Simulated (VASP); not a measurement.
Runs of VASP 6.6.1 on Be4S. The structure is that of space group R-3m (No. 166), or close to it. The cells are those of the table. 

| task | cell | k mesh | cutoff (eV) | gap on the mesh (eV) | pressure (GPa) |
| --- | --- | --- | --- | --- | --- |
| single point | a = 4.359 Å, angles 60.7°, 5 atoms | 6 × 6 × 6 | 520 | none | 3.2 |
| relaxation of cell and atoms | relaxed from a = 4.359 Å, angles 60.7°, 5 atoms | 6 × 6 × 6 | 600 | none | -0.1 |
| single point | a = 4.637 Å, angles 56.4°, 5 atoms | 12 × 12 × 12 | 520 | none | (a) |
| single point | a = 4.635 Å, angles 56.3°, 5 atoms | 6 × 6 × 6 | 520 | none | 0.1 |

Alike in all rows: level PBE; potentials or basis VASP PAW PBE potentials, release 64 (Be, S); no spin polarisation; smearing gaussian 0.1 eV.

**Question.** Fill in the values left out.

**Answer.** (a) 0.0.

A gap of «none» marks levels without a gap at the run's occupations.
